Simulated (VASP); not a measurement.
# SiO2 (I4/mmm) in VASP: further runs

SiO2 is run at these levels: PBE; tasks: single point.

Program: VASP 6.6.1. These are calculated values, not measurements. Logs are shortened: lines on timing, memory, paths and dates and some standing lists are left out, and cuts for length are marked.

## (1) The cell of the first run

It takes space group I4/mmm (No. 139, tetragonal). The conventional cell has a = 8.487 Å, b = 8.487 Å, c = 5.230 Å, α = 90.00°, β = 90.00°, γ = 90.00°. Within 2.1 Å of Si (site symmetry m2m) lie 4 O at 1.56 to 1.57 Å. O (site symmetry 2/m) has 2 Si at 1.56 Å within 2.1 Å. Within 2.1 Å of O (site symmetry m2m) lie 2 Si at 1.57 Å.

## (2) Single point, PBE (15.70 Å³/atom)

Contents of INCAR:

```
PREC = Accurate
ENCUT = 520
EDIFF = 1E-7
ISMEAR = 0
SIGMA = 0.02
LREAL = F
LASPH = T
NELM = 100
ALGO = Normal
ISIF = 2
LWAVE = F
LCHARG = F
GGA = PE
NBANDS = 44
```

Contents of KPOINTS:

```
regular mesh
0
Gamma
  6 6 6
```

Contents of POSCAR:

```
SiO2
1.0
   -4.2434514358      4.2434514358      2.6152461702
    4.2434514358     -4.2434514358      2.6152461702
    4.2434514358      4.2434514358     -2.6152461702
Si O
4 8
Direct
    0.1797083413      0.1797083413      0.3594166825
    0.8202916587      0.1797083413      0.0000000000
    0.1797083413      0.8202916587      0.0000000000
    0.8202916587      0.8202916587      0.6405833175
    0.5000000000      0.5000000000      0.5000000000
    0.0000000000      0.5000000000      0.0000000000
    0.5000000000      0.0000000000      0.0000000000
    0.0000000000      0.0000000000      0.5000000000
    0.0000000000      0.2236173851      0.2236173851
    0.7763826149      0.0000000000      0.7763826149
    0.2236173851      0.0000000000      0.2236173851
    0.0000000000      0.7763826149      0.7763826149
```

Potentials or basis: VASP PAW PBE potentials, release 64 (Si, O).

Started as:

```console
$ cat potpaw_PBE.64/Si/POTCAR potpaw_PBE.64/O/POTCAR > POTCAR
$ mpirun -np 1 vasp_std > vasp.out
```

OUTCAR:

```text
PREC = Accurate
   ENCUT = 520
   EDIFF = 1E-7
   ISMEAR = 0
   LREAL = F
   LASPH = T
   NELM = 100
   ISIF = 2
   GGA = PE

 ion  position               nearest neighbor table
   1  0.180  0.180  0.359-   5 1.56   8 1.56   9 1.57  11 1.57   2 3.05   3 3.05   4 3.11   4 3.11

   2  0.820  0.180  0.000-   6 1.56   7 1.56   9 1.57  10 1.57   1 3.05   4 3.05   3 3.11   3 3.11

   3  0.180  0.820  0.000-   6 1.56   7 1.56  11 1.57  12 1.57   1 3.05   4 3.05   2 3.11   2 3.11

   4  0.820  0.820  0.641-   5 1.56   8 1.56  10 1.57  12 1.57   2 3.05   3 3.05   1 3.11   1 3.11

   5  0.500  0.500  0.500-   1 1.56   4 1.56
   6  0.000  0.500  0.000-   2 1.56   3 1.56
   7  0.500  0.000  0.000-   2 1.56   3 1.56
   8  0.000  0.000  0.500-   1 1.56   4 1.56
   9  0.000  0.224  0.224-   1 1.57   2 1.57
  10  0.776  0.000  0.776-   4 1.57   2 1.57
  11  0.224  0.000  0.224-   1 1.57   3 1.57
  12  0.000  0.776  0.776-   4 1.57   3 1.57

  LATTYP: Found a body centered tetragonal cell.
 ALAT       =     8.4869028716
 C/A-ratio  =     0.6163016615

  Lattice vectors:

 A1 = (  -4.2434514358,   4.2434514358,   2.6152461702)
 A2 = (   4.2434514358,  -4.2434514358,   2.6152461702)
 A3 = (   4.2434514358,   4.2434514358,  -2.6152461702)

Analysis of symmetry for initial positions (statically):
=====================================================================
 Subroutine PRICEL returns:
 Original cell was already a primitive cell.

 Routine SETGRP: Setting up the symmetry group for a
 body centered tetragonal supercell.

 Subroutine GETGRP returns: Found 16 space group operations
 (whereof 16 operations were pure point group operations)
 out of a pool of 16 trial point group operations.

The static configuration has the point symmetry D_4h.

Analysis of symmetry for dynamics (positions and initial velocities):
=====================================================================
 Subroutine PRICEL returns:
 Original cell was already a primitive cell.

 Routine SETGRP: Setting up the symmetry group for a
 body centered tetragonal supercell.

 Subroutine GETGRP returns: Found 16 space group operations
 (whereof 16 operations were pure point group operations)
 out of a pool of 16 trial point group operations.

The dynamic configuration has the point symmetry D_4h.

[... 122 lines left out ...]
   IBRION =     -1    ionic relax: 0-MD 1-quasi-New 2-CG
   NFREE  =      0    steps in history (QN), initial steepest desc. (CG)
   ISIF   =      2    stress and relaxation
   ISYM   =      2    0-nonsym 1-usesym 2-fastsym
   POTIM  = 0.5000    time-step for ionic-motion
   TEBEG  =    0.0;   TEEND  =   0.0 temperature during run
   PSTRESS=    0.0 pullay stress
   NELECT =      64.0000    total number of electrons
   NUPDOWN=      -1.0000    fix difference up-down
   EMIN   =  10.00;   EMAX   =-10.00  energy-range for DOS
   EFERMI =   0.00;   METHOD = LEGACY
   ISMEAR =     0;   SIGMA  =   0.02  broadening in eV -4-tet -1-fermi 0-gaus
   EFERMI_NEDOS =   21; number of points for ismear=-14 and -15
   IALGO  =     38    algorithm
   IMIX   =      4    mixing-type and parameters
     AMIX     =   0.40;   BMIX     =  1.00
     AMIX_MAG =   1.60;   BMIX_MAG =  1.00
  volume/ion in A,a.u.               =      15.70       105.93
  Fermi-wavevector in a.u.,A,eV,Ry     =   1.142346  2.158722 17.754994  1.304955
  Thomas-Fermi vector in A             =   2.279044
   LORBIT       =      0    0 simple, 1 ext, 2 COOP (PROOUT), +10 PAW based schemes
   GGA     = PE    functional components
   LHFCALC =     F    Hartree Fock is set to
   AEXX    =    0.0000 exact exchange contribution
   IVDW    =     0    specifies the selected vdW correction
   LEPSILON=     F    determine dielectric tensor
   LRPA    =     F    only Hartree local field effects (RPA)
 non-spin polarized calculation
 Gauss-broadening in eV      SIGMA  =   0.02
  energy-cutoff  :      520.00
  volume of cell :      188.37
 maximum number of plane-waves:      5088
 NGX is ok and might be reduce to    50
   NGX = 25   NGY = 25   NGZ = 25

 number of electron      64.0000009 magnetization

 Free energy of the ion-electron system (eV)
  ---------------------------------------------------
  ext. energy  EPLUGINS =         0.00000000
  ---------------------------------------------------
  free energy    TOTEN  =       -93.40031931 eV

  energy without entropy =      -93.40031931  energy(sigma->0) =      -93.40031931

 E-fermi :  -0.1200     XC(G=0):  -7.7409

 val. band max:       -0.2096274504   @ k =   0.0000   0.0000   0.0000
 cond. band min:       5.1328137471   @ k =   0.0000   0.0000   0.0000
 fundamental gap:      5.3424411975
 Fermi energy:        -0.1200381058

 k-point     1 :       0.0000    0.0000    0.0000
  band No.  band energies     occupation
      1     -20.3388      2.00000
      2     -19.2965      2.00000
      3     -18.8056      2.00000
      4     -18.8056      2.00000
      5     -18.1755      2.00000
      6     -18.1327      2.00000
[... 1117 lines left out ...]
     43      11.3367      0.00000
     44      11.4702      0.00000

 [... further k-points ...]
[... 5 lines left out ...]
  --------------------------------------------------------------------------------------
  -------------------------------------------------------------------------------------
  Total       22.3852007     22.3852007     22.4761088      0.0000000      0.0000000     -0.0000000
  in kB      190.3971907    190.3971907    191.1704093      0.0000000      0.0000000     -0.0000000
  external PRESSURE =     190.6549302 kB  Pullay stress =       0.0000000 kB

 VOLUME and BASIS-vectors are now :
 -----------------------------------------------------------------------------
  energy-cutoff  :      520.00
  volume of cell :      188.37
      direct lattice vectors                 reciprocal lattice vectors
    -4.243451436  4.243451436  2.615246170     0.000000000  0.117828614  0.191186591
     4.243451436 -4.243451436  2.615246170     0.117828614  0.000000000  0.191186591
     4.243451436  4.243451436 -2.615246170     0.117828614  0.117828614  0.000000000

 POSITION                                       TOTAL-FORCE (eV/Angst)
 -----------------------------------------------------------------------------------
      1.52517      1.52517      0.00000         0.036260      0.036260      0.000000
     -2.71828      2.71828      2.61525         0.036260     -0.036260      0.000000
      2.71828     -2.71828      2.61525        -0.036260      0.036260      0.000000
      2.71828      2.71828      2.61525        -0.036260     -0.036260     -0.000000
      2.12173      2.12173      1.30762        -0.000000      0.000000      0.000000
      2.12173     -2.12173      1.30762        -0.000000      0.000000      0.000000
     -2.12173      2.12173      1.30762        -0.000000     -0.000000      0.000000
      2.12173      2.12173     -1.30762        -0.000000     -0.000000      0.000000
      1.89782      0.00000      0.00000        -0.018987      0.000000     -0.000000
      0.00000      6.58908      0.00000        -0.000000      0.018987      0.000000
      0.00000      1.89782      0.00000        -0.000000     -0.018987     -0.000000
      6.58908      0.00000      0.00000         0.018987      0.000000      0.000000
 -----------------------------------------------------------------------------------
    total drift:                                0.000000      0.000000     -0.000000

  FREE ENERGIE OF THE ION-ELECTRON SYSTEM (eV)
  ---------------------------------------------------
  free  energy   TOTEN  =       -93.4003193142 eV

  energy  without entropy=      -93.4003193142  energy(sigma->0) =      -93.40031931
```

Wall time 3.5 min (1 thread of Intel Xeon Platinum 8488C (Sapphire Rapids), shared host); peak memory 0.43 GiB.

What came out:

| Item | Value |
| --- | --- |
| Free energy | -93.4003 eV |
| Pressure | 19.1 GPa |
| Largest force | 0.051 eV/Å |
| Band gap on the k mesh | 5.34 eV |

Forces in eV/Å, atoms in the order of the input:
```
Si   0.036  0.036  0.000
Si   0.036 -0.036  0.000
Si  -0.036  0.036  0.000
Si  -0.036 -0.036  0.000
O    0.000  0.000  0.000
O    0.000  0.000  0.000
O    0.000  0.000  0.000
O    0.000  0.000  0.000
O   -0.019  0.000  0.000
O    0.000  0.019  0.000
O    0.000 -0.019  0.000
O    0.019  0.000  0.000
```

Caveat: the cell stands under pressure. A k mesh can miss the band edges.

## (3) Single point, PBE (16.23 Å³/atom)

This run uses another cell than the first one, of 16.23 Å³/atom.

Contents of INCAR:

```
SYSTEM = SiO2
  PREC = Accurate
  ENCUT = 520
  EDIFF = 1E-7
  ISMEAR = 0
  SIGMA = 0.02
  LREAL = .False.
  LASPH = .True.
  NELM = 80
  ALGO = Normal
  ISIF = 2
  LWAVE = .False.
  LCHARG = .False.
  GGA = PE
  NBANDS = 44
```

Contents of KPOINTS:

```
Automatic mesh
0
Gamma
  6 6 6
  0 0 0
```

Contents of POSCAR:

```
SiO2
1.0
   -4.3198890171      4.3198890171      2.6095437875
    4.3198890171     -4.3198890171      2.6095437875
    4.3198890171      4.3198890171     -2.6095437875
Si O
4 8
Direct
    0.1786274290      0.1786274290      0.3572548580
    0.8213725710      0.1786274290      0.0000000000
    0.1786274290      0.8213725710      0.0000000000
    0.8213725710      0.8213725710      0.6427451420
    0.5000000000      0.5000000000      0.5000000000
    0.0000000000      0.5000000000      0.0000000000
    0.5000000000      0.0000000000      0.0000000000
    0.0000000000      0.0000000000      0.5000000000
    0.0000000000      0.2187615377      0.2187615377
    0.7812384623      0.0000000000      0.7812384623
    0.2187615377      0.0000000000      0.2187615377
    0.0000000000      0.7812384623      0.7812384623
```

Potentials or basis: VASP PAW PBE potentials, release 64 (Si, O).

Started as:

```console
$ cat potpaw_PBE.64/Si/POTCAR potpaw_PBE.64/O/POTCAR > POTCAR
$ mpirun -np 1 vasp_std > vasp.out
```

It took 3.7 min on 1 thread of Intel Xeon Platinum 8488C (Sapphire Rapids), shared host; peak memory 0.43 GiB.

Results (log left out):

```
Free energy            : -94.0624 eV
Pressure               : 13.7 GPa
Largest force          : 0.043 eV/Å
Band gap on the k mesh : 5.42 eV
```

Forces in eV/Å, atoms in the order of the input:
```
Si   0.030  0.030  0.000
Si   0.030 -0.030  0.000
Si  -0.030  0.030  0.000
Si  -0.030 -0.030  0.000
O    0.000  0.000  0.000
O    0.000  0.000  0.000
O    0.000  0.000  0.000
O    0.000  0.000  0.000
O   -0.018  0.000  0.000
O    0.000  0.018  0.000
O    0.000 -0.018  0.000
O    0.018  0.000  0.000
```

Levels at points of the mesh, in eV from the valence-band top:
| k point | band 30 | band 31 | band 32 | band 33 | band 34 | band 35 |
| --- | --- | --- | --- | --- | --- | --- |
| (0.00, 0.00, 0.00) | -0.98 | -0.13 | 0.00 | 5.42 | 8.49 | 8.73 |
| (0.50, 0.00, 0.00) | -0.80 | -0.63 | -0.47 | 7.60 | 7.76 | 8.73 |
| (0.50, 0.50, 0.00) | -0.60 | -0.54 | -0.44 | 6.56 | 7.11 | 8.87 |
| (0.50, 0.50, 0.50) | -0.47 | -0.07 | -0.07 | 7.46 | 7.99 | 7.99 |

Caveat: the cell stands under pressure. A k mesh can miss the band edges.
